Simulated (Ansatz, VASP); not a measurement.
# SiNi2: VASP beside Ansatz

```xyz
12
Lattice="3.9116 -0.0004 0.0002 -1.9561 3.3881 -0.0001 0.0004 -0.0002 9.9830" Properties=species:S:1:pos:R:3 pbc="T T T"
Si    0.0001    2.2588    3.7436
Si    0.0003    2.2584    8.7352
Si    1.9554    1.1287    1.2479
Si    1.9559    1.1292    6.2395
Ni    3.9120   -0.0002    4.9916
Ni   -0.0002   -0.0003    0.0000
Ni    0.0002   -0.0001    2.4957
Ni    0.0003   -0.0001    7.4872
Ni   -0.0003    2.2583    1.2479
Ni    0.0002    2.2587    6.2393
Ni    1.9559    1.1292    3.7437
Ni    1.9561    1.1289    8.7351
```

Change from the starting cell: cell x2, atoms moved at random (sigma 0.05 Å) and cell strained at random (1.5 %), then relaxed without symmetry.

Alike in both runs: functional PBE; k mesh 6 × 6 × 2; occupations gaussian, width 0.2 eV; no spin polarisation.

Ansatz relaxed the structure, and its values are those at the end. VASP's run is a single point on that final structure, the one shown.

|  | VASP | Ansatz |
| --- | --- | --- |
| version | VASP 6.6.1 | Ansatz 0.2.0 |
| potentials or method | VASP PAW PBE potentials, release 64 (Si, Ni), cutoff 600 eV | scalar-relativistic, plane waves, PAW |
| valence electrons in the cell | 96 | 160 |

```tsv
	VASP	Ansatz	Ansatz less VASP
gap on the k mesh at the Fermi level (eV)	none	none	-
pressure (GPa)	0.0	0.0	+0.01
```

A gap of «none» marks a metal or a gap that the smearing closes. VASP's potentials hold 96 valence electrons a cell and Ansatz's 160, so a difference there can come from the potentials and not from the codes.
